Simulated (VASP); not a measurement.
# KBaCl3 (P6_3/mmc) in VASP: single point with PBE

Aim: the single point of KBaCl3 with PBE.

All numbers are computed with VASP 6.6.1; they aren't measurements. Logs are shortened: lines on timing, memory, paths and dates and some standing lists are left out, and cuts for length are marked.

## (1) The cell of the first run

The structure is hexagonal, space group P6_3/mmc (No. 194). Conventional cell: a = 7.600 Å, b = 7.600 Å, c = 8.209 Å, α = 90.00°, β = 90.00°, γ = 120.00°. K (site symmetry -6m2) has 12 Cl at 3.80 to 4.63 Å and 6 Ba at 4.84 Å within 5.0 Å. Ba (site symmetry -3m) has 6 Cl at 3.04 Å and 2 Ba at 4.10 Å within 4.2 Å. Within 4.0 Å of Cl (site symmetry mm2) lie 2 Ba at 3.04 Å and 4 Cl at 3.72 to 3.88 Å and 2 K at 3.80 Å.

## (2) Single point, PBE

INCAR

```
SYSTEM = KBaCl3
PREC = Accurate ; ENCUT = 520
EDIFF = 1E-7 ; ISMEAR = 0
SIGMA = 0.02 ; LREAL = .FALSE.
LASPH = .TRUE. ; NELM = 80
ALGO = Normal ; ISIF = 2
LWAVE = .FALSE. ; LCHARG = .TRUE.
GGA = PE ; LELF = .TRUE.
LVHAR = .TRUE. ; NBANDS = 51
```

KPOINTS

```
Automatic mesh
0
G
  6 6 4
  0 0 0
```

POSCAR

```
KBaCl3
1.0
    7.5996447336      0.0000000000      0.0000000000
   -3.7998223668      6.5814853991      0.0000000000
    0.0000000000      0.0000000000      8.2089450013
K Ba Cl
2 2 6
Direct
    0.3333333333      0.6666666667      0.7500000000
    0.6666666667      0.3333333333      0.2500000000
    0.0000000000      0.0000000000      0.5000000000
    0.0000000000      0.0000000000      0.0000000000
    0.1700403473      0.3400806947      0.2500000000
    0.8299596527      0.1700403473      0.7500000000
    0.8299596527      0.6599193053      0.7500000000
    0.1700403473      0.8299596527      0.2500000000
    0.6599193053      0.8299596527      0.2500000000
    0.3400806947      0.1700403473      0.7500000000
```

Potentials or basis: VASP PAW PBE potentials, release 64 (K_sv, Ba_sv, Cl).

The run is started by

```bash
$ cat potpaw_PBE.64/K_sv/POTCAR potpaw_PBE.64/Ba_sv/POTCAR potpaw_PBE.64/Cl/POTCAR > POTCAR
$ mpirun -np 1 vasp_std > vasp.out
```

OUTCAR:

```text
SYSTEM = KBaCl3
   PREC = Accurate
   ENCUT = 520
   EDIFF = 1E-7
   ISMEAR = 0
   LREAL = .FALSE.
   LASPH = .TRUE.
   NELM = 80
   ISIF = 2
   GGA = PE

 ion  position               nearest neighbor table
   1  0.333  0.667  0.750-
   2  0.667  0.333  0.250-
   3  0.000  0.000  0.500-   6 3.04   8 3.04   9 3.04  10 3.04   7 3.04   5 3.04   4 4.10   4 4.10

   4  0.000  0.000  0.000-   6 3.04   8 3.04   9 3.04  10 3.04   7 3.04   5 3.04   3 4.10   3 4.10

   5  0.170  0.340  0.250-   3 3.04   4 3.04
   6  0.830  0.170  0.750-   3 3.04   4 3.04
   7  0.830  0.660  0.750-   3 3.04   4 3.04
   8  0.170  0.830  0.250-   3 3.04   4 3.04
   9  0.660  0.830  0.250-   3 3.04   4 3.04
  10  0.340  0.170  0.750-   3 3.04   4 3.04

  LATTYP: Found a hexagonal cell.
 ALAT       =     7.5996447336
 C/A-ratio  =     1.0801748357

  Lattice vectors:

 A1 = (   7.5996447336,   0.0000000000,   0.0000000000)
 A2 = (  -3.7998223668,   6.5814853991,   0.0000000000)
 A3 = (   0.0000000000,   0.0000000000,   8.2089450013)

Analysis of symmetry for initial positions (statically):
=====================================================================
 Subroutine PRICEL returns:
 Original cell was already a primitive cell.

 Routine SETGRP: Setting up the symmetry group for a
 hexagonal supercell.

 Subroutine GETGRP returns: Found 24 space group operations
 (whereof 12 operations were pure point group operations)
 out of a pool of 24 trial point group operations.

The static configuration has the point symmetry D_3d.
 The point group associated with its full space group is D_6h.

Analysis of symmetry for dynamics (positions and initial velocities):
=====================================================================
 Subroutine PRICEL returns:
 Original cell was already a primitive cell.

 Routine SETGRP: Setting up the symmetry group for a
 hexagonal supercell.

 Subroutine GETGRP returns: Found 24 space group operations
 (whereof 12 operations were pure point group operations)
 out of a pool of 24 trial point group operations.

The dynamic configuration has the point symmetry D_3d.
 The point group associated with its full space group is D_6h.

 Subroutine INISYM returns: Found 24 space group operations
 (whereof 12 operations are pure point group operations),
 and found     1 'primitive' translations

----------------------------------------------------------------------------------------

                                     Primitive cell

  volume of cell :     410.5864

  direct lattice vectors                    reciprocal lattice vectors
     7.599644734  0.000000000  0.000000000     0.131585098  0.075970692  0.000000000
    -3.799822367  6.581485399  0.000000000     0.000000000  0.151941384  0.000000000
     0.000000000  0.000000000  8.208945001     0.000000000  0.000000000  0.121818334

  length of vectors
     7.599644734  7.599644734  8.208945001     0.151941384  0.151941384  0.121818334

  position of ions in fractional coordinates (direct lattice)
     0.333333333  0.666666667  0.750000000
     0.666666667  0.333333333  0.250000000
     0.000000000  0.000000000  0.500000000
     0.000000000  0.000000000  0.000000000
     0.170040347  0.340080695  0.250000000
     0.829959653  0.170040347  0.750000000
     0.829959653  0.659919305  0.750000000
     0.170040347  0.829959653  0.250000000
     0.659919305  0.829959653  0.250000000
     0.340080695  0.170040347  0.750000000

  ion indices of the primitive-cell ions
   primitive index   ion index
                 1           1
                 2           2
                 3           3
                 4           4
                 5           5
                 6           6
                 7           7
                 8           8
                 9           9
                10          10

----------------------------------------------------------------------------------------

 KPOINTS: Automatic mesh

Automatic generation of k-mesh.
 Grid dimensions read from file:
 generate k-points for:    6    6    4

 Generating k-lattice:

  Cartesian coordinates                     Fractional coordinates (reciprocal lattice)
     0.021930850  0.012661782  0.000000000     0.166666667  0.000000000  0.000000000
     0.000000000  0.025323564  0.000000000     0.000000000  0.166666667  0.000000000
     0.000000000  0.000000000  0.030454583     0.000000000  0.000000000  0.250000000

  Length of vectors
     0.025323564  0.025323564  0.030454583

  Shift w.r.t. Gamma in fractional coordinates (k-lattice)
     0.000000000  0.000000000  0.000000000

 Subroutine IBZKPT returns following result:
 ===========================================

 Found     21 irreducible k-points:

 Following reciprocal coordinates:
            Coordinates               Weight
  0.000000  0.000000  0.000000      1.000000
  0.166667 -0.000000  0.000000      6.000000
  0.333333  0.000000  0.000000      6.000000
  0.500000  0.000000  0.000000      3.000000
  0.166667  0.166667  0.000000      6.000000
  0.333333  0.166667  0.000000     12.000000
[... 13 lines left out ...]
  0.333333  0.166667  0.500000     12.000000
  0.333333  0.333333  0.500000      2.000000
   k-points           NKPTS =     21   k-points in BZ     NKDIM =     21   number of bands    NBANDS=     51
   number of dos      NEDOS =    301   number of ions     NIONS =     10
   total plane-waves  NPLWV = 230400
   dimension x,y,z NGX =    60 NGY =   60 NGZ =   64
   dimension x,y,z NGXF=   120 NGYF=  120 NGZF=  128
   ions per type =               2   2   6
   NGX,Y,Z   is equivalent  to a cutoff of  13.13, 13.13, 12.96 a.u.
   NGXF,Y,Z  is equivalent  to a cutoff of  26.25, 26.25, 25.92 a.u.
 SYSTEM =  KBaCl3
   PREC   = accura    normal or accurate (medium, high low for compatibility)
   ISTART =      0    job   : 0-new  1-cont  2-samecut
   ICHARG =      2    charge: 1-file 2-atom 10-const
   ISPIN  =      1    spin polarized calculation?
   LNONCOLLINEAR =      F non collinear calculations
   LSORBIT =      F    spin-orbit coupling
   LASPH  =      T    aspherical Exc in radial PAW
   ENCUT  =  520.0 eV  38.22 Ry    6.18 a.u.  14.13 14.13 15.26*2*pi/ulx,y,z
   NELM   =     80;   NELMIN=  2; NELMDL= -5     # of ELM steps
   EDIFF  = 0.1E-06   stopping-criterion for ELM
   LREAL  =      F    real-space projection
   EDIFFG = 0.1E-05   stopping-criterion for IOM
   NSW    =      0    number of steps for IOM
   IBRION =     -1    ionic relax: 0-MD 1-quasi-New 2-CG
   NFREE  =      0    steps in history (QN), initial steepest desc. (CG)
   ISIF   =      2    stress and relaxation
   ISYM   =      2    0-nonsym 1-usesym 2-fastsym
   POTIM  = 0.5000    time-step for ionic-motion
   TEBEG  =    0.0;   TEEND  =   0.0 temperature during run
   PSTRESS=    0.0 pullay stress
   NELECT =      80.0000    total number of electrons
   NUPDOWN=      -1.0000    fix difference up-down
   EMIN   =  10.00;   EMAX   =-10.00  energy-range for DOS
   EFERMI =   0.00;   METHOD = LEGACY
   ISMEAR =     0;   SIGMA  =   0.02  broadening in eV -4-tet -1-fermi 0-gaus
   EFERMI_NEDOS =   21; number of points for ismear=-14 and -15
   IALGO  =     38    algorithm
   IMIX   =      4    mixing-type and parameters
     AMIX     =   0.40;   BMIX     =  1.00
     AMIX_MAG =   1.60;   BMIX_MAG =  1.00
  volume/ion in A,a.u.               =      41.06       277.08
  Fermi-wavevector in a.u.,A,eV,Ry     =   0.949081  1.793503 12.255514  0.900755
  Thomas-Fermi vector in A             =   2.077330
   LORBIT       =      0    0 simple, 1 ext, 2 COOP (PROOUT), +10 PAW based schemes
   GGA     = PE    functional components
   LHFCALC =     F    Hartree Fock is set to
   AEXX    =    0.0000 exact exchange contribution
   IVDW    =     0    specifies the selected vdW correction
   LEPSILON=     F    determine dielectric tensor
   LRPA    =     F    only Hartree local field effects (RPA)
 non-spin polarized calculation
 Gauss-broadening in eV      SIGMA  =   0.02
  energy-cutoff  :      520.00
  volume of cell :      410.59
 maximum number of plane-waves:     11118
 NGX is ok and might be reduce to    60
   NGX = 29   NGY = 29   NGZ = 31

 number of electron      80.0000009 magnetization

 Free energy of the ion-electron system (eV)
  ---------------------------------------------------
  ext. energy  EPLUGINS =         0.00000000
  ---------------------------------------------------
  free energy    TOTEN  =       -37.82293876 eV

  energy without entropy =      -37.82293876  energy(sigma->0) =      -37.82293876

 E-fermi :  -1.5958     XC(G=0):  -6.7462

 val. band max:       -1.7194414955   @ k =   0.0000   0.0000   0.0000
 cond. band min:       2.0786777570   @ k =   0.0000   0.0000   0.0000
 fundamental gap:      3.7981192525
 Fermi energy:        -1.5958177479

 k-point     1 :       0.0000    0.0000    0.0000
  band No.  band energies     occupation
      1     -30.9734      2.00000
      2     -30.9733      2.00000
      3     -26.8790      2.00000
      4     -26.8296      2.00000
      5     -14.7025      2.00000
      6     -14.4609      2.00000
[... 43 lines left out ...]
     50       5.4613      0.00000
     51       5.4712      0.00000

 k-point     2 :       0.1667   -0.0000    0.0000
  band No.  band energies     occupation
      1     -30.9734      2.00000
      2     -30.9733      2.00000
      3     -26.8790      2.00000
      4     -26.8296      2.00000
      5     -14.6944      2.00000
      6     -14.4608      2.00000
[... 43 lines left out ...]
     50       5.4194      0.00000
     51       5.5014      0.00000

 k-point     3 :       0.3333    0.0000    0.0000
  band No.  band energies     occupation
      1     -30.9734      2.00000
      2     -30.9733      2.00000
      3     -26.8790      2.00000
      4     -26.8296      2.00000
      5     -14.6782      2.00000
      6     -14.4672      2.00000
[... 43 lines left out ...]
     50       5.4928      0.00000
     51       5.5312      0.00000
[... 865 lines left out ...]
 k-point    20 :       0.3333    0.1667    0.5000
  band No.  band energies     occupation
      1     -30.9734      2.00000
      2     -30.9734      2.00000
      3     -26.8544      2.00000
      4     -26.8544      2.00000
      5     -14.5084      2.00000
      6     -14.5084      2.00000
[... 43 lines left out ...]
     50       4.9805      0.00000
     51       5.5311      0.00000

 k-point    21 :       0.3333    0.3333    0.5000
  band No.  band energies     occupation
      1     -30.9734      2.00000
      2     -30.9734      2.00000
      3     -26.8544      2.00000
      4     -26.8544      2.00000
      5     -14.4935      2.00000
      6     -14.4935      2.00000
[... 43 lines left out ...]
     50       4.8309      0.00000
     51       5.6760      0.00000

------------------------ aborting loop because EDIFF is reached ----------------------------------------

  FORCE on cell =-STRESS in cart. coord.  units (eV):
  Direction    XX          YY          ZZ          XY          YZ          ZX
  --------------------------------------------------------------------------------------
  -------------------------------------------------------------------------------------
  Total        0.5041463      0.5041463      0.8607917      0.0000000      0.0000000      0.0000000
  in kB        1.9672637      1.9672637      3.3589542      0.0000000      0.0000000      0.0000000
  external PRESSURE =       2.4311605 kB  Pullay stress =       0.0000000 kB

 VOLUME and BASIS-vectors are now :
 -----------------------------------------------------------------------------
  energy-cutoff  :      520.00
  volume of cell :      410.59
      direct lattice vectors                 reciprocal lattice vectors
     7.599644734  0.000000000  0.000000000     0.131585098  0.075970692  0.000000000
    -3.799822367  6.581485399  0.000000000     0.000000000  0.151941384  0.000000000
     0.000000000  0.000000000  8.208945001     0.000000000  0.000000000  0.121818334

 POSITION                                       TOTAL-FORCE (eV/Angst)
 -----------------------------------------------------------------------------------
     -0.00000      4.38766      6.15671        -0.000000      0.000000      0.000000
      3.79982      2.19383      2.05224        -0.000000      0.000000      0.000000
      0.00000      0.00000      4.10447        -0.000000      0.000000      0.000000
      0.00000      0.00000      0.00000        -0.000000      0.000000      0.000000
     -0.00000      2.23824      2.05224        -0.000000      0.087846     -0.000000
      5.66128      1.11912      6.15671        -0.076077      0.043923     -0.000000
      3.79982      4.34325      6.15671        -0.000000     -0.087846      0.000000
     -1.86145      5.46237      2.05224         0.076077     -0.043923      0.000000
      1.86145      5.46237      2.05224        -0.076077     -0.043923      0.000000
      1.93837      1.11912      6.15671         0.076077      0.043923      0.000000
 -----------------------------------------------------------------------------------
    total drift:                                0.000000     -0.000000      0.000000

  FREE ENERGIE OF THE ION-ELECTRON SYSTEM (eV)
  ---------------------------------------------------
  free  energy   TOTEN  =       -37.8229387633 eV

  energy  without entropy=      -37.8229387633  energy(sigma->0) =      -37.82293876
```

Run time: 5.4 min. Hardware: 1 thread of Intel Xeon 6975P-C (Granite Rapids), shared host; peak memory 0.74 GiB.

What came out:

```
Free energy            : -37.8229 eV
Pressure               : 0.2 GPa
Largest force          : 0.088 eV/Å
Band gap on the k mesh : 3.80 eV
```

Forces in eV/Å, atoms in the order of the input:
```
K    0.000  0.000  0.000
K    0.000  0.000  0.000
Ba   0.000  0.000  0.000
Ba   0.000  0.000  0.000
Cl   0.000  0.088  0.000
Cl  -0.076  0.044  0.000
Cl   0.000 -0.088  0.000
Cl   0.076 -0.044  0.000
Cl  -0.076 -0.044  0.000
Cl   0.076  0.044  0.000
```

Stress tensor (GPa, compression positive):
```
0.20 0.00 0.00
0.00 0.20 0.00
0.00 0.00 0.34
```

Caveat: spin-orbit coupling is left out, which moves the levels of the heavy elements. A k mesh can miss the band edges.
